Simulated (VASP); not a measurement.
Wanted: the native input for a VASP 6.6.1 run.

```yaml
Task: single point
Functional: r2SCAN
Potentials_or_basis: VASP PAW PBE potentials, release 64 (Ca_sv, O)
Cutoff: 520 eV
k_mesh: 8 × 8 × 8
Occupations: gaussian, width 0.05 eV
Spin: no spin polarisation
Dipole_correction: no
Further_INCAR_settings: ALGO = Normal; EDIFF = 1e-06; NBANDS = 15
```

The system is CaO.

```
CELL_PARAMETERS angstrom
0.00000 2.36503 2.36503
2.36503 0.00000 2.36503
2.36503 2.36503 0.00000
ATOMIC_POSITIONS crystal
Ca 0.50000 0.50000 0.50000
O 0.00000 0.00000 0.00000
```

This cell differs from its parent crystal: volume scaled by 0.96.

These files were run (other wordings do the same):

POSCAR

```
CaO
1.0
    0.0000000000      2.3650284807      2.3650284807
    2.3650284807      0.0000000000      2.3650284807
    2.3650284807      2.3650284807      0.0000000000
Ca O
1 1
Direct
    0.5000000000      0.5000000000      0.5000000000
    0.0000000000      0.0000000000      0.0000000000
```

INCAR.step1

```
PREC = Accurate
ENCUT = 520
ISMEAR = 0
SIGMA = 0.05
LREAL = F
LASPH = T
NELM = 80
NBANDS = 15
GGA = PE
ALGO = Normal
EDIFF = 1E-4
LWAVE = T
LCHARG = F
```

INCAR.step2

```
PREC = Accurate
ENCUT = 520
EDIFF = 1E-6
ISMEAR = 0
SIGMA = 0.05
LREAL = F
LASPH = T
NELM = 80
ALGO = Normal
ISIF = 2
LWAVE = F
LCHARG = F
METAGGA = R2SCAN
LMIXTAU = T
NBANDS = 15
ISTART = 1
```

KPOINTS

```
regular mesh
0
Gamma
  8 8 8
```

Potentials or basis: VASP PAW PBE potentials, release 64 (Ca_sv, O).

Run with:

```sh
$ cat potpaw_PBE.64/Ca_sv/POTCAR potpaw_PBE.64/O/POTCAR > POTCAR
$ cp INCAR.step1 INCAR
$ mpirun -np 1 vasp_std > vasp.out
$ cp INCAR.step2 INCAR
$ mpirun -np 1 vasp_std > vasp.out
```

It gave:

* Pressure: 6.5 GPa
* Band gap on the k mesh: 4.17 eV, indirect (least direct gap 4.53 eV)

Caveat: the PAW data sets were made with another functional, which shifts forces and pressure a little.

It took 54 s on 1 thread of Intel(R) Xeon(R) Platinum 8259CL CPU @ 2.50GHz (Skylake/Cascade Lake) (shared host), peak memory 0.17 GiB.
